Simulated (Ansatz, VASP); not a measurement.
## Two plane-wave programs on Pt

```
CELL_PARAMETERS angstrom
2.57024 0.00000 0.00000
0.00000 2.57024 0.00000
0.00000 0.00000 2.57024
ATOMIC_POSITIONS crystal
Pt 0.00000 0.00000 0.00000
```

Alike in both runs: functional LDA; k mesh 12 × 12 × 12; occupations fermi-dirac, width 0.1 eV; no spin polarisation.

Ansatz relaxed the structure, and its values are those at the end. VASP's run is a single point on that final structure, the one shown.

```csv
,VASP,Ansatz
version,VASP 6.6.1,Ansatz 0.2.0
potentials or method,"VASP PAW LDA potentials, release 64 (Pt), cutoff 520 eV","plane waves (420 eV) with PAW, scalar-relativistic"
valence electrons in the cell,10,18
```

|  | VASP | Ansatz | Ansatz less VASP |
| --- | --- | --- | --- |
| pressure (GPa) | 0.4 | 0.0 | -0.43 |

Ansatz warns that its potentials were made for another functional, while VASP's fit it. LDA's correlation is that of Perdew and Zunger in VASP and of Perdew and Wang (1992) in Ansatz. VASP's potentials hold 10 valence electrons a cell and Ansatz's 18, so a difference there can come from the potentials and not from the codes.

Neither program's run includes spin-orbit coupling.
